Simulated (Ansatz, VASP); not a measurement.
One calculation of TiTe2, two programs

```xyz
3
Lattice="3.7571 0.0376 0.0000 -1.8460 3.2350 0.0000 0.0000 0.0000 7.0588" Properties=species:S:1:pos:R:3 pbc="T T T"
Ti    0.0000    0.0000    0.0000
Te    0.0217    2.1692    1.7405
Te    1.8894    1.1034    5.3183
```

Change from the starting cell: strain e6 = +0.02, atoms carried along.

Alike in both runs: task single point; functional PBE; k mesh 10 × 10 × 6; occupations gaussian, width 0.05 eV; no spin polarisation.

|  | VASP | Ansatz |
| --- | --- | --- |
| version | VASP 6.6.1 | Ansatz 0.2.0 |
| potentials or method | VASP PAW PBE potentials, release 64 (Ti_sv, Te), cutoff 520 eV | scalar-relativistic, plane waves, PAW |
| valence electrons in the cell | 24 | 44 |

Ansatz gave:

- gap on the k mesh at the Fermi level (eV): none
- pressure (GPa): 0.0
- traceless stress, the component that is largest in VASP (GPa): -0.65
- rms of the force components (eV/Å): 0.018

Question: Estimate VASP's values.

Answer: gap on the k mesh at the Fermi level (eV): none; pressure (GPa): 0.0; traceless stress, the component that is largest in VASP (GPa): -0.65; rms of the force components (eV/Å): 0.019.

Atom by atom the forces differ by 0.004 eV/Å (rms over components). A gap of «none» marks a metal or a gap that the smearing closes. VASP's potentials hold 24 valence electrons a cell and Ansatz's 44, so a difference there can come from the potentials and not from the codes.

Neither program's run includes spin-orbit coupling.
